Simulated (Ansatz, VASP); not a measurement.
**Cd2Te3 in VASP and in Ansatz**

```
Cd Te
1.0
     5.63204    0.00000    0.00000
     0.00000    5.63204    0.00000
     0.00000    0.00000    5.63204
Cd Te
2 3
Direct
  0.50000 0.50000 0.50000
  0.00000 0.00000 0.00000
  0.50000 0.00000 0.00000
  0.00000 0.50000 0.00000
  0.00000 0.00000 0.50000
```

Alike in both runs: functional PBE; k mesh 4 × 4 × 4; occupations gaussian, width 0.1 eV; no spin polarisation.

Ansatz relaxed the structure, and its values are those at the end. VASP's run is a single point on that final structure, the one shown.

|  | VASP | Ansatz |
| --- | --- | --- |
| version | VASP 6.6.1 | Ansatz 0.2.0 |
| potentials or method | VASP PAW PBE potentials, release 64 (Cd, Te), cutoff 520 eV | scalar-relativistic, plane waves, PAW |
| valence electrons in the cell | 42 | 88 |

|  | VASP | Ansatz | Ansatz less VASP |
| --- | --- | --- | --- |
| gap on the k mesh at the Fermi level (eV) | none | none | - |
| pressure (GPa) | 0.4 | 0.3 | -0.09 |

A gap of «none» marks a metal or a gap that the smearing closes. VASP's potentials hold 42 valence electrons a cell and Ansatz's 88, so a difference there can come from the potentials and not from the codes.

Spin-orbit coupling is off throughout.
